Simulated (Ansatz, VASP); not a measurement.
# One calculation of Hf, two programs

```
Hf
1.0
     3.20451    0.00000    0.00000
    -1.60225    2.77518    0.00000
     0.00000    0.00000    5.07382
Hf
2
Direct
  0.33333 0.66667 0.25000
  0.66667 0.33333 0.75000
```

Alike in both runs: task single point; functional PBE; k mesh 11 × 11 × 6; occupations fermi-dirac, width 0.3 eV; no spin polarisation.

|  | VASP | Ansatz |
| --- | --- | --- |
| version | VASP 6.6.1 | Ansatz 0.2.0 |
| potentials or method | VASP PAW PBE potentials, release 64 (Hf_pv), cutoff 520 eV | plane waves (420 eV) with PAW, scalar-relativistic |
| valence electrons in the cell | 20 | 52 |

Ansatz gave:

```
pressure (GPa)                                                : 1.0
traceless stress, the component that is largest in VASP (GPa) : 1.01
```

Question: Which values does VASP return?

Answer: Pressure (GPa): 0.6; traceless stress, the component that is largest in VASP (GPa): 0.96.

The functional is the same, so the differences come from potentials, cutoffs and numerics. VASP's potentials hold 20 valence electrons a cell and Ansatz's 52, so a difference there can come from the potentials and not from the codes.

Neither program's run includes spin-orbit coupling.
